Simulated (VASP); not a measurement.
A run of VASP 6.6.1 is set up as follows.

The input INCAR:

```
SYSTEM = CaO
ALGO     = Normal         ! electronic algorithm
EDIFF    = 1E-6           ! SCF threshold, eV
ENCUT    = 520            ! plane-wave cutoff, eV
GGA      = PE             ! functional
ISIF     = 2              ! what is computed and relaxed
ISMEAR   = 0              ! smearing method
LASPH    = .True.         ! aspherical terms in the spheres
LCHARG   = .False.        ! write CHGCAR
LREAL    = .False.        ! projectors in reciprocal space
LWAVE    = .False.        ! write WAVECAR
NBANDS   = 15             ! bands
NELM     = 80             ! most SCF steps
PREC     = Accurate       ! precision mode
SIGMA    = 0.05           ! smearing width, eV
```

KPOINTS

```
k-points
0
Gamma
  10 10 10
  0 0 0
```

Contents of POSCAR:

```
CaO
1.0
   -0.7742961514      2.1293144162      2.1293144162
    2.1293144162     -0.7742961514      2.1293144162
    2.1293144162      2.1293144162     -0.7742961514
Ca O
1 1
Direct
    0.0000000000      0.0000000000      0.0000000000
    0.5000000000      0.5000000000      0.5000000000
```

Potentials or basis: VASP PAW PBE potentials, release 64 (Ca_sv, O).

Run with:

```sh
$ cat potpaw_PBE.64/Ca_sv/POTCAR potpaw_PBE.64/O/POTCAR > POTCAR
$ mpirun -np 1 vasp_std > vasp.out
```

Question: Estimate the band gap on the k mesh.

Answer: 3.15 eV, indirect (least direct gap 3.18 eV).

Question: Estimate the pressure.

Answer: -9.7 GPa.

Stress tensor (GPa, compression positive):
```
-9.69  4.16  4.16
 4.16 -9.69  4.16
 4.16  4.16 -9.69
```

 A k mesh can miss the band edges.
